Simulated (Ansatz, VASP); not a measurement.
Sr, level by level in two programs

```xyz
1
Lattice="0.0000 3.0423 3.0423 3.0423 0.0000 3.0423 3.0423 3.0423 0.0000" Properties=species:S:1:pos:R:3 pbc="T T T"
Sr    0.0000    0.0000    0.0000
```

Single points on this cell with VASP 6.6.1 and Ansatz 0.2.0. Each row is one pair of runs. Alike in all rows: spin: off; smearing: fermi-dirac, width 0.05 eV.

```tsv
level	k mesh	VASP's potentials, cutoff	Ansatz's potentials, cutoff	pressure (GPa), VASP	pressure (GPa), Ansatz
HSE06	4 × 4 × 4	VASP PAW PBE potentials, release 64 (Sr_sv), 520 eV	Ansatz PAW, 420 eV	0.4	0.4
LDA	6 × 6 × 6	VASP PAW LDA potentials, release 64 (Sr_sv), 520 eV	Ansatz PAW, 420 eV	-1.5	-1.5
r2SCAN	6 × 6 × 6	VASP PAW PBE potentials, release 64 (Sr_sv), 520 eV	Ansatz PAW, 500 eV	0.1	0.1
```

Pressure (GPa): the two programs differ by at most 0.03.

The k mesh is coarse in some rows, so the values compare programs but aren't converged.
